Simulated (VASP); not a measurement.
Input of a VASP 6.6.1 run:

Contents of INCAR:

```
SYSTEM = GaN
  PREC = Accurate
  ENCUT = 520
  EDIFF = 1E-6
  ISMEAR = 0
  SIGMA = 0.01
  LREAL = .False.
  LASPH = .True.
  NELM = 60
  ALGO = Normal
  ISIF = 2
  LWAVE = .False.
  LCHARG = .True.
  GGA = PE
  LELF = .True.
  LVHAR = .True.
  NBANDS = 26
```

Contents of KPOINTS:

```
Automatic mesh
0
Gamma
  8 8 5
  0 0 0
```

Contents of POSCAR:

```
GaN
1.0
    3.1800000000      0.0000000000      0.0000000000
   -1.5900000000      2.7539610000      0.0000000000
    0.0000000000      0.0000000000      5.1660000000
Ga N
2 2
Direct
    0.3333333333      0.6666666667      0.0000000000
    0.6666666667      0.3333333333      0.5000000000
    0.3333333333      0.6666666667      0.3750000000
    0.6666666667      0.3333333333      0.8750000000
```

Potentials or basis: VASP PAW PBE potentials, release 64 (Ga_d, N).

Command:

```sh
$ cat potpaw_PBE.64/Ga_d/POTCAR potpaw_PBE.64/N/POTCAR > POTCAR
$ mpirun -np 1 vasp_std > vasp.out
```

Predict the largest force.

0.135 eV/Å.

What does it give for the pressure?

7.4 GPa.

Estimate the band gap on the k mesh.

1.97 eV, direct.

Stress tensor (GPa, compression positive):
```
6.63 0.00 0.00
0.00 6.63 0.00
0.00 0.00 8.80
```

A hybrid or GW would open this gap; PBE tends to underestimate it.
